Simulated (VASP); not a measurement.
# Ru (P6_3/mmc) in VASP: relaxation of cell and atoms with LDA

Aim: the relaxation of cell and atoms of Ru with LDA.

Program: VASP 6.6.1. These are calculated values, not measurements. Logs are shortened: lines on timing, memory, paths and dates and some standing lists are left out, and cuts for length are marked.

## (1) The cell of the first run

The structure is hexagonal, space group P6_3/mmc (No. 194). The conventional cell has a = 2.270 Å, b = 2.270 Å, c = 3.677 Å, α = 90.00°, β = 90.00°, γ = 120.00°. Within 3.0 Å of Ru (site symmetry -6m2) lie 12 Ru at 2.26 to 2.27 Å.

## (2) Relaxation of cell and atoms, LDA, target pressure 510 GPa, at which the enthalpy is minimised

INCAR

```
ALGO = Normal
EDIFF = 1E-7
EDIFFG = -0.005
ENCUT = 600
IBRION = 2
ISIF = 3
ISMEAR = -1
LASPH = True
LCHARG = False
LREAL = False
LWAVE = False
NELM = 60
NSW = 60
PREC = Accurate
PSTRESS = 5100.0
SIGMA = 0.1
```

KPOINTS

```
k-points
0
Gamma
  20 20 11
```

POSCAR

```
Ru
1.0
    2.2695361370      0.0000000000      0.0000000000
   -1.1347680685      1.9654759494      0.0000000000
    0.0000000000      0.0000000000      3.6766485419
Ru
2
Direct
    0.3333333333      0.6666666667      0.2500000000
    0.6666666667      0.3333333333      0.7500000000
```

Potentials or basis: VASP PAW LDA potentials, release 64 (Ru_pv).

Launch:

```sh
> cat potpaw_LDA.64/Ru_pv/POTCAR > POTCAR
> mpirun -np 1 vasp_std > vasp.out
```

OUTCAR:

```text
EDIFF = 1E-7
   EDIFFG = -0.005
   ENCUT = 600
   IBRION = 2
   ISIF = 3
   ISMEAR = -1
   LASPH = True
   LREAL = False
   NELM = 60
   NSW = 60
   PREC = Accurate
   PSTRESS = 5100.0

 ion  position               nearest neighbor table
   1  0.333  0.667  0.250-   2 2.26   2 2.26   2 2.26   2 2.26   2 2.26   2 2.26   2 3.20   2 3.20
                             2 3.20   2 3.20   2 3.20   2 3.20
   2  0.667  0.333  0.750-   1 2.26   1 2.26   1 2.26   1 2.26   1 2.26   1 2.26   1 3.20   1 3.20
                             1 3.20   1 3.20   1 3.20   1 3.20

  LATTYP: Found a hexagonal cell.
 ALAT       =     2.2695361370
 C/A-ratio  =     1.6200000000

  Lattice vectors:

 A1 = (   2.2695361370,   0.0000000000,   0.0000000000)
 A2 = (  -1.1347680685,   1.9654759494,   0.0000000000)
 A3 = (   0.0000000000,   0.0000000000,   3.6766485419)

Analysis of symmetry for initial positions (statically):
=====================================================================
 Subroutine PRICEL returns:
 Original cell was already a primitive cell.

 Routine SETGRP: Setting up the symmetry group for a
 hexagonal supercell.

 Subroutine GETGRP returns: Found 24 space group operations
 (whereof 12 operations were pure point group operations)
 out of a pool of 24 trial point group operations.

The static configuration has the point symmetry D_3d.
 The point group associated with its full space group is D_6h.

Analysis of symmetry for dynamics (positions and initial velocities):
=====================================================================
 Subroutine PRICEL returns:
 Original cell was already a primitive cell.

 Routine SETGRP: Setting up the symmetry group for a
 hexagonal supercell.

 Subroutine GETGRP returns: Found 24 space group operations
 (whereof 12 operations were pure point group operations)
 out of a pool of 24 trial point group operations.

The dynamic configuration has the point symmetry D_3d.
 The point group associated with its full space group is D_6h.

 Subroutine INISYM returns: Found 24 space group operations
 (whereof 12 operations are pure point group operations),
 and found     1 'primitive' translations

----------------------------------------------------------------------------------------

                                     Primitive cell

  volume of cell :      16.4005

  direct lattice vectors                    reciprocal lattice vectors
     2.269536137  0.000000000  0.000000000     0.440618673  0.254391309  0.000000000
    -1.134768068  1.965475949  0.000000000     0.000000000  0.508782618  0.000000000
     0.000000000  0.000000000  3.676648542     0.000000000  0.000000000  0.271986835

  length of vectors
     2.269536137  2.269536137  3.676648542     0.508782618  0.508782618  0.271986835

  position of ions in fractional coordinates (direct lattice)
     0.333333333  0.666666667  0.250000000
     0.666666667  0.333333333  0.750000000

  ion indices of the primitive-cell ions
   primitive index   ion index
                 1           1
                 2           2

----------------------------------------------------------------------------------------

 KPOINTS: k-points

Automatic generation of k-mesh.
 Grid dimensions read from file:
 generate k-points for:   20   20   11

 Generating k-lattice:

  Cartesian coordinates                     Fractional coordinates (reciprocal lattice)
     0.022030934  0.012719565  0.000000000     0.050000000  0.000000000  0.000000000
     0.000000000  0.025439131  0.000000000     0.000000000  0.050000000  0.000000000
     0.000000000  0.000000000  0.024726076     0.000000000  0.000000000  0.090909091

  Length of vectors
     0.025439131  0.025439131  0.024726076

  Shift w.r.t. Gamma in fractional coordinates (k-lattice)
     0.000000000  0.000000000  0.000000000

 Subroutine IBZKPT returns following result:
 ===========================================

 Found    264 irreducible k-points:

 Following reciprocal coordinates:
            Coordinates               Weight
  0.000000  0.000000  0.000000      1.000000
  0.050000  0.000000  0.000000      6.000000
  0.100000  0.000000  0.000000      6.000000
  0.150000  0.000000  0.000000      6.000000
  0.200000  0.000000  0.000000      6.000000
  0.250000  0.000000  0.000000      6.000000
[... 16 lines left out ...]
  0.200000  0.100000  0.000000     12.000000
  0.250000  0.100000  0.000000     12.000000
 [... further k-points ...]
   k-points           NKPTS =    264   k-points in BZ     NKDIM =    264   number of bands    NBANDS=     18
   number of dos      NEDOS =    301   number of ions     NIONS =      2
   total plane-waves  NPLWV =   9720
   dimension x,y,z NGX =    18 NGY =   18 NGZ =   30
   dimension x,y,z NGXF=    36 NGYF=   36 NGZF=   60
   ions per type =               2
   NGX,Y,Z   is equivalent  to a cutoff of  13.19, 13.19, 13.57 a.u.
   NGXF,Y,Z  is equivalent  to a cutoff of  26.37, 26.37, 27.13 a.u.
 SYSTEM =  unknown system
   PREC   = accura    normal or accurate (medium, high low for compatibility)
   ISTART =      0    job   : 0-new  1-cont  2-samecut
   ICHARG =      2    charge: 1-file 2-atom 10-const
   ISPIN  =      1    spin polarized calculation?
   LNONCOLLINEAR =      F non collinear calculations
   LSORBIT =      F    spin-orbit coupling
   LASPH  =      T    aspherical Exc in radial PAW
   ENCUT  =  600.0 eV  44.10 Ry    6.64 a.u.   4.53  4.53  7.34*2*pi/ulx,y,z
   NELM   =     60;   NELMIN=  2; NELMDL= -5     # of ELM steps
   EDIFF  = 0.1E-06   stopping-criterion for ELM
   LREAL  =      F    real-space projection
   EDIFFG = -.5E-02   stopping-criterion for IOM
   NSW    =     60    number of steps for IOM
   IBRION =      2    ionic relax: 0-MD 1-quasi-New 2-CG
   NFREE  =      1    steps in history (QN), initial steepest desc. (CG)
   ISIF   =      3    stress and relaxation
   ISYM   =      2    0-nonsym 1-usesym 2-fastsym
   POTIM  = 0.5000    time-step for ionic-motion
   TEBEG  =    0.0;   TEEND  =   0.0 temperature during run
   PSTRESS= 5100.0 pullay stress
   NELECT =      28.0000    total number of electrons
   NUPDOWN=      -1.0000    fix difference up-down
   EMIN   =  10.00;   EMAX   =-10.00  energy-range for DOS
   EFERMI =   0.00;   METHOD = LEGACY
   ISMEAR =    -1;   SIGMA  =   0.10  broadening in eV -4-tet -1-fermi 0-gaus
   EFERMI_NEDOS =   21; number of points for ismear=-14 and -15
   IALGO  =     38    algorithm
   IMIX   =      4    mixing-type and parameters
     AMIX     =   0.40;   BMIX     =  1.00
     AMIX_MAG =   1.60;   BMIX_MAG =  1.00
  volume/ion in A,a.u.               =       8.20        55.34
  Fermi-wavevector in a.u.,A,eV,Ry     =   1.956629  3.697493 52.088513  3.828398
  Thomas-Fermi vector in A             =   2.982690
   LORBIT       =      0    0 simple, 1 ext, 2 COOP (PROOUT), +10 PAW based schemes
   GGA     = CA    functional components
   LHFCALC =     F    Hartree Fock is set to
   AEXX    =    0.0000 exact exchange contribution
   IVDW    =     0    specifies the selected vdW correction
   LEPSILON=     F    determine dielectric tensor
   LRPA    =     F    only Hartree local field effects (RPA)
 conjugate gradient relaxation of ions
 non-spin polarized calculation
  energy-cutoff  :      600.00
  volume of cell :       16.40
 maximum number of plane-waves:       571
   NGX =  9   NGY =  9   NGZ = 15

--------------------------------------- Ionic step        1  -------------------------------------------

 number of electron      28.0000008 magnetization

 Free energy of the ion-electron system (eV)
  ---------------------------------------------------
  ext. energy  EPLUGINS =         0.00000000
  ---------------------------------------------------
  free energy    TOTEN  =       -11.25135745 eV

  energy without entropy =      -11.22319880  energy(sigma->0) =      -11.23727812

------------------------ aborting loop because EDIFF is reached ----------------------------------------

  FORCE on cell =-STRESS in cart. coord.  units (eV):
  Direction    XX          YY          ZZ          XY          YZ          ZX
  --------------------------------------------------------------------------------------
  -------------------------------------------------------------------------------------
  Total       52.4454932     52.4454932     50.4185610      0.0000000      0.0000000     -0.0000000
  in kB     5123.4417553   5123.4417550   4925.4291462      0.0000000      0.0000000     -0.0000000
  external PRESSURE =     -42.5624478 kB  Pullay stress =    5100.0000000 kB

 VOLUME and BASIS-vectors are now :
 -----------------------------------------------------------------------------
  energy-cutoff  :      600.00
  volume of cell :       16.40
      direct lattice vectors                 reciprocal lattice vectors
     2.269536137  0.000000000  0.000000000     0.440618673  0.254391309  0.000000000
    -1.134768068  1.965475949  0.000000000     0.000000000  0.508782618  0.000000000
     0.000000000  0.000000000  3.676648542     0.000000000  0.000000000  0.271986835
[... 236 lines left out ...]
  FREE ENERGIE OF THE ION-ELECTRON SYSTEM (eV)
  ---------------------------------------------------
  free  energy   TOTEN  =       -11.1654217565 eV

  energy  without entropy=      -11.1372640056  energy(sigma->0) =      -11.15134288

  enthalpy is  TOTEN    =        40.9476890808 eV   P V=       52.1131108373

--------------------------------------- Ionic step        8  -------------------------------------------

 number of electron      28.0000010 magnetization

 Free energy of the ion-electron system (eV)
  ---------------------------------------------------
  ext. energy  EPLUGINS =         0.00000000
  ---------------------------------------------------
  free energy    TOTEN  =       -11.16284084 eV

  energy without entropy =      -11.13468420  energy(sigma->0) =      -11.14876252

 E-fermi :  24.6316     XC(G=0): -17.6920

 val. band max:       24.6188166898   @ k =   0.1000   0.0000   0.3636
 cond. band min:      24.6320906062   @ k =   0.3000   0.1500   0.0000
 fundamental gap:      0.0132739163
 Fermi energy:        24.6315777467

 k-point     1 :       0.0000    0.0000    0.0000
  band No.  band energies     occupation
      1     -22.7757      2.00000
      2     -18.4057      2.00000
      3     -18.4057      2.00000
      4     -17.7221      2.00000
      5     -17.7221      2.00000
      6     -17.5987      2.00000
[... 10 lines left out ...]
     17      26.7296      0.00000
     18      27.6437      0.00000
[... 463 lines left out ...]
 k-point    24 :       0.2500    0.1000    0.0000
  band No.  band energies     occupation
      1     -21.5120      2.00000
      2     -20.9563      2.00000
      3     -20.3649      2.00000
      4     -19.2373      2.00000
      5     -18.2987      2.00000
      6     -18.2707      2.00000
[... 10 lines left out ...]
     17      28.0674      0.00000
     18      34.2886      0.00000

 [... further k-points ...]

------------------------ aborting loop because EDIFF is reached ----------------------------------------

  FORCE on cell =-STRESS in cart. coord.  units (eV):
  Direction    XX          YY          ZZ          XY          YZ          ZX
  --------------------------------------------------------------------------------------
  -------------------------------------------------------------------------------------
  Total       52.1200163     52.1200163     52.1025747     -0.0000000      0.0000000      0.0000000
  in kB     5100.9283791   5100.9283786   5099.2213825     -0.0000000      0.0000000      0.0000000
  external PRESSURE =       0.3593801 kB  Pullay stress =    5100.0000000 kB

 VOLUME and BASIS-vectors are now :
 -----------------------------------------------------------------------------
  energy-cutoff  :      600.00
  volume of cell :       16.37
      direct lattice vectors                 reciprocal lattice vectors
     2.274934286  0.000000000 -0.000000000     0.439573137  0.253787669 -0.000000000
    -1.137467143  1.970150884  0.000000000     0.000000000  0.507575338  0.000000000
     0.000000000  0.000000000  3.652561657     0.000000000  0.000000000  0.273780457

 POSITION                                       TOTAL-FORCE (eV/Angst)
 -----------------------------------------------------------------------------------
     -0.00000      1.31343      0.91314        -0.000000      0.000000      0.000000
      1.13747      0.65672      2.73942         0.000000     -0.000000      0.000000
 -----------------------------------------------------------------------------------
    total drift:                                0.000000     -0.000000      0.000000

  FREE ENERGIE OF THE ION-ELECTRON SYSTEM (eV)
  ---------------------------------------------------
  free  energy   TOTEN  =       -11.1628408366 eV

  energy  without entropy=      -11.1346841960  energy(sigma->0) =      -11.14876252

  enthalpy is  TOTEN    =        40.9476895409 eV   P V=       52.1105303775

 reached required accuracy - stopping structural energy minimisation
```

Wall time 2.7 min (1 thread of Intel Xeon 6975P-C (Granite Rapids), shared host); peak memory 0.19 GiB.

What came out:

- Free energy: -11.1628 eV
- Relaxed volume: 8.19 Å³/atom
- Relaxed cell: a = 2.275 Å, b = 2.275 Å, c = 3.653 Å, α = 90.00°, β = 90.00°, γ = 120.00°
- Space group after relaxing (to 0.1 Å): P6_3/mmc (No. 194)
- Energy change on relaxing (the run minimises the enthalpy): +44.3 meV/atom
- Ionic steps: 8
- Pressure after relaxing: 510.0 GPa
- Band gap on the k mesh: zero (bands 14 and 15 overlap by 7.07 eV)

The path:
```tsv
step	energy change (eV)	largest force (eV/Å)	pressure (GPa)	volume (Å³)
1	0.0000	0.0000	505.74	16.40
2	1.9024	0.0000	585.32	15.88
3	0.2012	0.0000	514.63	16.34
4	0.2160	0.0000	515.30	16.33
5	-0.9546	0.0000	466.19	16.72
6	0.0827	0.0000	509.81	16.37
7	0.0859	0.0000	509.93	16.37
8	0.0885	0.0000	510.04	16.37
```

Final structure:
```cif
data_structure
_symmetry_space_group_name_H-M 'P 1'
_symmetry_Int_Tables_number 1
_cell_length_a 2.2749
_cell_length_b 2.2749
_cell_length_c 3.6526
_cell_angle_alpha 90.000
_cell_angle_beta 90.000
_cell_angle_gamma 120.000
_cell_volume 16.37
loop_
_atom_site_label
_atom_site_type_symbol
_atom_site_fract_x
_atom_site_fract_y
_atom_site_fract_z
_atom_site_occupancy
Ru1 Ru 0.33333 0.66667 0.25000 1
Ru2 Ru 0.66667 0.33333 0.75000 1
```

Levels at points of the mesh, in eV from the Fermi level:
```csv
k point,band 12,band 13,band 14,band 15,band 16,band 17
"(0.00, 0.00, 0.00)",-4.28,-4.28,-2.94,-2.94,2.10,2.10
"(0.50, 0.00, 0.00)",-2.94,-1.99,3.25,4.07,4.16,8.39
```

Caveat: the cell is relaxed towards a set pressure, so the run minimises the enthalpy, not the energy.
